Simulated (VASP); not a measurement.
# Se (P3_121) in VASP: notebook

Se is run at these levels: PBE; tasks: single point, relaxation of cell and atoms.

All numbers are computed with VASP 6.6.1; they aren't measurements. Logs are shortened: lines on timing, memory, paths and dates and some standing lists are left out, and cuts for length are marked.

## 1. The cell of the first run

The structure is trigonal, space group P3_121 (No. 152). Conventional cell: a = 4.517 Å, b = 4.517 Å, c = 5.046 Å, α = 90.00°, β = 90.00°, γ = 120.00°. Se (site symmetry 2) has 2 Se at 2.40 Å within 3.2 Å.

## 2. Single point, PBE

INCAR

```
ALGO = Normal
EDIFF = 1E-7
ENCUT = 520
GGA = PE
ISIF = 2
ISMEAR = -1
LASPH = True
LCHARG = False
LREAL = False
LWAVE = False
NBANDS = 16
NELM = 100
PREC = Accurate
SIGMA = 0.01
```

KPOINTS

```
k-points
0
Gamma
  7 7 6
```

POSCAR

```
Se
1.0
    4.5168651526      0.0000000000      0.0000000000
   -2.2584325763      3.9117199676      0.0000000000
    0.0000000000      0.0000000000      5.0460464583
Se
3
Direct
    0.2190485750      0.0000000000      0.3333333333
    0.0000000000      0.2190485750      0.6666666667
    0.7809514250      0.7809514250      0.0000000000
```

Potentials or basis: VASP PAW PBE potentials, release 64 (Se).

Launch:

```sh
> cat potpaw_PBE.64/Se/POTCAR > POTCAR
> mpirun -np 1 vasp_std > vasp.out
```

OUTCAR:

```text
EDIFF = 1E-7
   ENCUT = 520
   GGA = PE
   ISIF = 2
   ISMEAR = -1
   LASPH = True
   LREAL = False
   NELM = 100
   PREC = Accurate

 ion  position               nearest neighbor table
   1  0.219  0.000  0.333-   3 2.40   2 2.40
   2  0.000  0.219  0.667-   3 2.40   1 2.40
   3  0.781  0.781  0.000-   2 2.40   1 2.40

  LATTYP: Found a hexagonal cell.
 ALAT       =     4.5168651526
 C/A-ratio  =     1.1171567642

  Lattice vectors:

 A1 = (   4.5168651526,   0.0000000000,   0.0000000000)
 A2 = (  -2.2584325763,   3.9117199676,   0.0000000000)
 A3 = (   0.0000000000,   0.0000000000,   5.0460464583)

Analysis of symmetry for initial positions (statically):
=====================================================================
 Subroutine PRICEL returns:
 Original cell was already a primitive cell.

 Routine SETGRP: Setting up the symmetry group for a
 hexagonal supercell.

 Subroutine GETGRP returns: Found  6 space group operations
 (whereof  2 operations were pure point group operations)
 out of a pool of 24 trial point group operations.

The static configuration has the point symmetry C_2 .
 The point group associated with its full space group is D_3 .

Analysis of symmetry for dynamics (positions and initial velocities):
=====================================================================
 Subroutine PRICEL returns:
 Original cell was already a primitive cell.

 Routine SETGRP: Setting up the symmetry group for a
 hexagonal supercell.

 Subroutine GETGRP returns: Found  6 space group operations
 (whereof  2 operations were pure point group operations)
 out of a pool of 24 trial point group operations.

The dynamic configuration has the point symmetry C_2 .
 The point group associated with its full space group is D_3 .

 Subroutine INISYM returns: Found  6 space group operations
 (whereof  2 operations are pure point group operations),
 and found     1 'primitive' translations

----------------------------------------------------------------------------------------

                                     Primitive cell

  volume of cell :      89.1571

  direct lattice vectors                    reciprocal lattice vectors
     4.516865153  0.000000000  0.000000000     0.221392485  0.127821011  0.000000000
    -2.258432576  3.911719968  0.000000000     0.000000000  0.255642021  0.000000000
     0.000000000  0.000000000  5.046046458     0.000000000  0.000000000  0.198174949

  length of vectors
     4.516865153  4.516865153  5.046046458     0.255642021  0.255642021  0.198174949

  position of ions in fractional coordinates (direct lattice)
     0.219048575  0.000000000  0.333333333
     0.000000000  0.219048575  0.666666667
     0.780951425  0.780951425  0.000000000

  ion indices of the primitive-cell ions
   primitive index   ion index
                 1           1
                 2           2
                 3           3

----------------------------------------------------------------------------------------

 KPOINTS: k-points

Automatic generation of k-mesh.
 Grid dimensions read from file:
 generate k-points for:    7    7    6

 Generating k-lattice:

  Cartesian coordinates                     Fractional coordinates (reciprocal lattice)
     0.031627498  0.018260144  0.000000000     0.142857143  0.000000000  0.000000000
     0.000000000  0.036520289  0.000000000     0.000000000  0.142857143  0.000000000
     0.000000000  0.000000000  0.033029158     0.000000000  0.000000000  0.166666667

  Length of vectors
     0.036520289  0.036520289  0.033029158

  Shift w.r.t. Gamma in fractional coordinates (k-lattice)
     0.000000000  0.000000000  0.000000000

 Subroutine IBZKPT returns following result:
 ===========================================

 Found     40 irreducible k-points:

 Following reciprocal coordinates:
            Coordinates               Weight
  0.000000  0.000000  0.000000      1.000000
  0.142857  0.000000  0.000000      6.000000
  0.285714  0.000000  0.000000      6.000000
  0.428571  0.000000  0.000000      6.000000
  0.142857  0.142857  0.000000      6.000000
  0.285714  0.142857  0.000000     12.000000
[... 16 lines left out ...]
  0.000000  0.142857  0.333333      6.000000
  0.285714  0.000000  0.333333      6.000000
 [... further k-points ...]
   k-points           NKPTS =     40   k-points in BZ     NKDIM =     40   number of bands    NBANDS=     16
   number of dos      NEDOS =    301   number of ions     NIONS =      3
   total plane-waves  NPLWV =  51840
   dimension x,y,z NGX =    36 NGY =   36 NGZ =   40
   dimension x,y,z NGXF=    72 NGYF=   72 NGZF=   80
   ions per type =               3
   NGX,Y,Z   is equivalent  to a cutoff of  13.25, 13.25, 13.18 a.u.
   NGXF,Y,Z  is equivalent  to a cutoff of  26.50, 26.50, 26.36 a.u.
 SYSTEM =  unknown system
   PREC   = accura    normal or accurate (medium, high low for compatibility)
   ISTART =      0    job   : 0-new  1-cont  2-samecut
   ICHARG =      2    charge: 1-file 2-atom 10-const
   ISPIN  =      1    spin polarized calculation?
   LNONCOLLINEAR =      F non collinear calculations
   LSORBIT =      F    spin-orbit coupling
   LASPH  =      T    aspherical Exc in radial PAW
   ENCUT  =  520.0 eV  38.22 Ry    6.18 a.u.   8.40  8.40  9.38*2*pi/ulx,y,z
   NELM   =    100;   NELMIN=  2; NELMDL= -5     # of ELM steps
   EDIFF  = 0.1E-06   stopping-criterion for ELM
   LREAL  =      F    real-space projection
   EDIFFG = 0.1E-05   stopping-criterion for IOM
   NSW    =      0    number of steps for IOM
   IBRION =     -1    ionic relax: 0-MD 1-quasi-New 2-CG
   NFREE  =      0    steps in history (QN), initial steepest desc. (CG)
   ISIF   =      2    stress and relaxation
   ISYM   =      2    0-nonsym 1-usesym 2-fastsym
   POTIM  = 0.5000    time-step for ionic-motion
   TEBEG  =    0.0;   TEEND  =   0.0 temperature during run
   PSTRESS=    0.0 pullay stress
   NELECT =      18.0000    total number of electrons
   NUPDOWN=      -1.0000    fix difference up-down
   EMIN   =  10.00;   EMAX   =-10.00  energy-range for DOS
   EFERMI =   0.00;   METHOD = LEGACY
   ISMEAR =    -1;   SIGMA  =   0.01  broadening in eV -4-tet -1-fermi 0-gaus
   EFERMI_NEDOS =   21; number of points for ismear=-14 and -15
   IALGO  =     38    algorithm
   IMIX   =      4    mixing-type and parameters
     AMIX     =   0.40;   BMIX     =  1.00
     AMIX_MAG =   1.60;   BMIX_MAG =  1.00
  volume/ion in A,a.u.               =      29.72       200.55
  Fermi-wavevector in a.u.,A,eV,Ry     =   0.960389  1.814871 12.549280  0.922346
  Thomas-Fermi vector in A             =   2.089668
   LORBIT       =      0    0 simple, 1 ext, 2 COOP (PROOUT), +10 PAW based schemes
   GGA     = PE    functional components
   LHFCALC =     F    Hartree Fock is set to
   AEXX    =    0.0000 exact exchange contribution
   IVDW    =     0    specifies the selected vdW correction
   LEPSILON=     F    determine dielectric tensor
   LRPA    =     F    only Hartree local field effects (RPA)
 non-spin polarized calculation
  energy-cutoff  :      520.00
  volume of cell :       89.16
 maximum number of plane-waves:      2461
 NGX is ok and might be reduce to    36
   NGX = 17   NGY = 17   NGZ = 19

 number of electron      18.0000001 magnetization

 Free energy of the ion-electron system (eV)
  ---------------------------------------------------
  ext. energy  EPLUGINS =         0.00000000
  ---------------------------------------------------
  free energy    TOTEN  =       -10.51079139 eV

  energy without entropy =      -10.51079139  energy(sigma->0) =      -10.51079139

 E-fermi :   2.0894     XC(G=0):  -8.4376

 val. band max:        1.8346280099   @ k =   0.4286   0.1429   0.5000
 cond. band min:       3.0204950823   @ k =   0.2857   0.2857   0.5000
 fundamental gap:      1.1858670724
 Fermi energy:         2.0894203488

 k-point     1 :       0.0000    0.0000    0.0000
  band No.  band energies     occupation
      1     -13.5279      2.00000
      2      -9.7084      2.00000
      3      -9.7084      2.00000
      4      -1.8702      2.00000
      5      -1.8702      2.00000
      6      -1.5723      2.00000
[... 8 lines left out ...]
     15       8.4999      0.00000
     16      10.2910      0.00000

 k-point     2 :       0.1429    0.0000    0.0000
  band No.  band energies     occupation
      1     -13.4673      2.00000
      2      -9.7671      2.00000
      3      -9.7053      2.00000
      4      -2.2600      2.00000
      5      -2.0512      2.00000
      6      -1.4582      2.00000
[... 8 lines left out ...]
     15       8.9590      0.00000
     16      10.2586      0.00000

 k-point     3 :       0.2857    0.0000    0.0000
  band No.  band energies     occupation
      1     -13.3198      2.00000
      2      -9.9193      2.00000
      3      -9.6979      2.00000
      4      -2.6950      2.00000
      5      -2.3334      2.00000
      6      -1.4202      2.00000
[... 8 lines left out ...]
     15      10.0006      0.00000
     16      10.8482      0.00000

 k-point     4 :       0.4286    0.0000    0.0000
  band No.  band energies     occupation
      1     -13.1874      2.00000
      2     -10.0643      2.00000
      3      -9.6917      2.00000
      4      -2.8761      2.00000
      5      -2.5151      2.00000
      6      -1.2975      2.00000
[... 8 lines left out ...]
     15      11.0341      0.00000
     16      11.6115      0.00000
[... 324 lines left out ...]
 k-point    22 :       0.1429    0.0000    0.3333
  band No.  band energies     occupation
      1     -12.9834      2.00000
      2     -11.6217      2.00000
      3      -8.1285      2.00000
      4      -2.7464      2.00000
      5      -1.8482      2.00000
      6      -1.3258      2.00000
[... 8 lines left out ...]
     15       9.4458      0.00000
     16       9.6415      0.00000

 k-point    23 :       0.0000    0.1429    0.3333
  band No.  band energies     occupation
      1     -12.9827      2.00000
      2     -11.6239      2.00000
      3      -8.1219      2.00000
      4      -2.7660      2.00000
      5      -1.9086      2.00000
      6      -1.3398      2.00000
[... 8 lines left out ...]
     15       9.2715      0.00000
     16       9.8757      0.00000

 k-point    24 :       0.2857    0.0000    0.3333
  band No.  band energies     occupation
      1     -12.8522      2.00000
      2     -11.5434      2.00000
      3      -8.4237      2.00000
      4      -3.0128      2.00000
      5      -2.2887      2.00000
      6      -1.4893      2.00000
[... 8 lines left out ...]
     15       9.4223      0.00000
     16      10.0455      0.00000

 [... further k-points ...]

------------------------ aborting loop because EDIFF is reached ----------------------------------------

  FORCE on cell =-STRESS in cart. coord.  units (eV):
  Direction    XX          YY          ZZ          XY          YZ          ZX
  --------------------------------------------------------------------------------------
  -------------------------------------------------------------------------------------
  Total        0.0547430      0.0547430      0.0748702     -0.0000000      0.0000000      0.0000000
  in kB        0.9837453      0.9837453      1.3454364     -0.0000000      0.0000000      0.0000000
  external PRESSURE =       1.1043090 kB  Pullay stress =       0.0000000 kB

 VOLUME and BASIS-vectors are now :
 -----------------------------------------------------------------------------
  energy-cutoff  :      520.00
  volume of cell :       89.16
      direct lattice vectors                 reciprocal lattice vectors
     4.516865153  0.000000000  0.000000000     0.221392485  0.127821011  0.000000000
    -2.258432576  3.911719968  0.000000000     0.000000000  0.255642021  0.000000000
     0.000000000  0.000000000  5.046046458     0.000000000  0.000000000  0.198174949

 POSITION                                       TOTAL-FORCE (eV/Angst)
 -----------------------------------------------------------------------------------
      0.98941      0.00000      1.68202         0.026708     -0.000000      0.000000
     -0.49471      0.85686      3.36403        -0.013354      0.023130      0.000000
      1.76373      3.05486      0.00000        -0.013354     -0.023130     -0.000000
 -----------------------------------------------------------------------------------
    total drift:                                0.000000      0.000001     -0.000000

  FREE ENERGIE OF THE ION-ELECTRON SYSTEM (eV)
  ---------------------------------------------------
  free  energy   TOTEN  =       -10.5107913877 eV

  energy  without entropy=      -10.5107913877  energy(sigma->0) =      -10.51079139
```

It took 76 s on 1 thread of Intel Xeon 8259CL, shared host; peak memory 0.23 GiB.

Results:

| Item | Value |
| --- | --- |
| Free energy | -10.5108 eV |
| Pressure | 0.1 GPa |
| Largest force | 0.027 eV/Å |
| Band gap on the k mesh | 1.19 eV (least direct gap 1.40 eV) |

Forces in eV/Å, atoms in the order of the input:
```
Se   0.027  0.000  0.000
Se  -0.013  0.023  0.000
Se  -0.013 -0.023  0.000
```

## 3. Relaxation of cell and atoms, PBE

This run uses another cell than the first one, of 27.26 Å³/atom.

INCAR

```
SYSTEM = Se
PREC = Accurate ; ENCUT = 600
EDIFF = 1E-6 ; ISMEAR = -1
SIGMA = 0.01 ; LREAL = .FALSE.
LASPH = .TRUE. ; NELM = 60
ALGO = Normal ; ISIF = 3
LWAVE = .FALSE. ; LCHARG = .FALSE.
GGA = PE ; IBRION = 2
NSW = 80 ; EDIFFG = -0.01
```

KPOINTS

```
Automatic mesh
0
G
  7 7 6
  0 0 0
```

POSCAR

```
Se
1.0
    4.3662000000      0.0000000000      0.0000000000
   -2.1831000000      3.7812401180      0.0000000000
    0.0000000000      0.0000000000      4.9536000000
Se
3
Direct
    0.2254000000      0.0000000000      0.3333333333
    0.0000000000      0.2254000000      0.6666666667
    0.7746000000      0.7746000000      0.0000000000
```

Potentials or basis: VASP PAW PBE potentials, release 64 (Se).

Launch:

```sh
> cat potpaw_PBE.64/Se/POTCAR > POTCAR
> mpirun -np 1 vasp_std > vasp.out
```

OUTCAR:

```text
SYSTEM = Se
   PREC = Accurate
   ENCUT = 600
   EDIFF = 1E-6
   ISMEAR = -1
   LREAL = .FALSE.
   LASPH = .TRUE.
   NELM = 60
   ISIF = 3
   GGA = PE
   IBRION = 2
   NSW = 80
   EDIFFG = -0.01

 ion  position               nearest neighbor table
   1  0.225  0.000  0.333-   3 2.37   2 2.37
   2  0.000  0.225  0.667-   3 2.37   1 2.37
   3  0.775  0.775  0.000-   2 2.37   1 2.37

  LATTYP: Found a hexagonal cell.
 ALAT       =     4.3662000000
 C/A-ratio  =     1.1345334616

  Lattice vectors:

 A1 = (   4.3662000000,   0.0000000000,   0.0000000000)
 A2 = (  -2.1831000000,   3.7812401180,   0.0000000000)
 A3 = (   0.0000000000,   0.0000000000,   4.9536000000)

Analysis of symmetry for initial positions (statically):
=====================================================================
 Subroutine PRICEL returns:
 Original cell was already a primitive cell.

 Routine SETGRP: Setting up the symmetry group for a
 hexagonal supercell.

 Subroutine GETGRP returns: Found  6 space group operations
 (whereof  2 operations were pure point group operations)
 out of a pool of 24 trial point group operations.

The static configuration has the point symmetry C_2 .
 The point group associated with its full space group is D_3 .

Analysis of symmetry for dynamics (positions and initial velocities):
=====================================================================
[... 351 lines left out ...]
 Free energy of the ion-electron system (eV)
  ---------------------------------------------------
  ext. energy  EPLUGINS =         0.00000000
  ---------------------------------------------------
  free energy    TOTEN  =       -10.51080084 eV

  energy without entropy =      -10.51080084  energy(sigma->0) =      -10.51080084

 E-fermi :   2.0487     XC(G=0):  -8.4252

 val. band max:        1.8086378444   @ k =   0.4286   0.1429   0.5000
 cond. band min:       2.9980493799   @ k =   0.2857   0.2857   0.5000
 fundamental gap:      1.1894115355
 Fermi energy:         2.0486592325

 k-point     1 :       0.0000    0.0000    0.0000
  band No.  band energies     occupation
      1     -13.5344      2.00000
      2      -9.7268      2.00000
      3      -9.7268      2.00000
      4      -1.8893      2.00000
      5      -1.8893      2.00000
      6      -1.5895      2.00000
      7      -0.0160      2.00000
      8      -0.0160      2.00000
      9       1.5159      2.00000
     10       3.7510      0.00000
     11       3.7510      0.00000
     12       4.1203      0.00000
     13       7.7175      0.00000
[... 354 lines left out ...]
  band No.  band energies     occupation
      1     -12.8612      2.00000
      2     -11.5558      2.00000
      3      -8.4486      2.00000
      4      -3.0237      2.00000
      5      -2.3035      2.00000
      6      -1.5075      2.00000
      7       0.1017      2.00000
      8       0.3543      2.00000
      9       1.1249      2.00000
     10       3.6513      0.00000
     11       4.1169      0.00000
     12       4.7380      0.00000
     13       8.3021      0.00000

 [... further k-points ...]

------------------------ aborting loop because EDIFF is reached ----------------------------------------

  FORCE on cell =-STRESS in cart. coord.  units (eV):
  Direction    XX          YY          ZZ          XY          YZ          ZX
  --------------------------------------------------------------------------------------
  -------------------------------------------------------------------------------------
  Total       -0.0000043     -0.0000043     -0.0020531      0.0000000      0.0000000     -0.0000000
  in kB       -0.0000779     -0.0000779     -0.0367923      0.0000000      0.0000000     -0.0000000
  external PRESSURE =      -0.0123160 kB  Pullay stress =       0.0000000 kB
[... 18 lines left out ...]
  FREE ENERGIE OF THE ION-ELECTRON SYSTEM (eV)
  ---------------------------------------------------
  free  energy   TOTEN  =       -10.5108008418 eV

  energy  without entropy=      -10.5108008418  energy(sigma->0) =      -10.51080084

 reached required accuracy - stopping structural energy minimisation
```

CONTCAR:

```text
Se
   1.00000000000000
     4.5226382035652941   -0.0000000000000003    0.0000000000000000
    -2.2613191017826471    3.9167195764095504   -0.0000000000000000
     0.0000000000000000    0.0000000000000000    5.0471304723331043
  Se
     3
Direct
     0.2190568209346723    0.0000000000000000    0.3333333332999970
     0.0000000000000000    0.2190568209346722    0.6666666667000030
     0.7809431790653278    0.7809431790653277    0.0000000000000000

  0.00000000E+00  0.00000000E+00  0.00000000E+00
  0.00000000E+00  0.00000000E+00  0.00000000E+00
  0.00000000E+00  0.00000000E+00  0.00000000E+00
```

Run time: 8.6 min. Hardware: 1 thread of Intel Xeon 8259CL, shared host; peak memory 0.24 GiB.

What came out:

| Property | Result |
| --- | --- |
| Free energy | -10.5108 eV |
| Relaxed volume | 29.80 Å³/atom |
| Relaxed cell | a = 4.523 Å, b = 4.523 Å, c = 5.047 Å, α = 90.00°, β = 90.00°, γ = 120.00° |
| Space group after relaxing (to 0.1 Å) | P3_121 (No. 152) |
| Energy gained by relaxing | 13.5 meV/atom |
| Ionic steps | 16 |
| Pressure after relaxing | 0.0 GPa |
| Band gap on the k mesh | 1.19 eV (least direct gap 1.41 eV) |

Step by step:
```tsv
step	energy change (eV)	largest force (eV/Å)	pressure (GPa)	volume (Å³)
1	0.0000	0.4336	2.91	81.78
2	-0.0048	0.5160	-2.12	87.77
3	-0.0350	0.0942	0.11	84.78
4	-0.0350	0.0851	0.15	84.72
5	-0.0363	0.0652	0.13	85.00
6	-0.0378	0.0065	0.09	85.79
7	-0.0383	0.0176	0.02	86.17
8	-0.0392	0.0511	-0.18	87.29
9	-0.0389	0.1150	-0.51	89.57
10	-0.0394	0.0758	-0.33	88.21
11	-0.0395	0.0722	-0.30	88.27
12	-0.0397	0.0659	-0.28	88.38
13	-0.0400	0.0534	-0.23	88.58
14	-0.0405	0.0280	-0.12	88.99
15	-0.0405	0.0268	0.11	89.80
16	-0.0406	0.0003	0.00	89.40
```

Final structure:
```xyz
3
Lattice="4.5226 0.0000 0.0000 -2.2613 3.9167 0.0000 0.0000 0.0000 5.0471" Properties=species:S:1:pos:R:3 pbc="T T T"
Se    0.9907    0.0000    1.6824
Se   -0.4954    0.8580    3.3648
Se    1.7660    3.0587    0.0000
```

Levels at points of the mesh, in eV from the valence-band top:
| k point | band 6 | band 7 | band 8 | band 9 | band 10 | band 11 | band 12 | band 13 |
| --- | --- | --- | --- | --- | --- | --- | --- | --- |
| (0.00, 0.00, 0.00) | -3.40 | -1.82 | -1.82 | -0.29 | 1.94 | 1.94 | 2.31 | 5.91 |
| (0.00, 0.00, 0.50) | -3.20 | -1.30 | -1.30 | -0.93 | 1.36 | 1.40 | 1.40 | 6.53 |
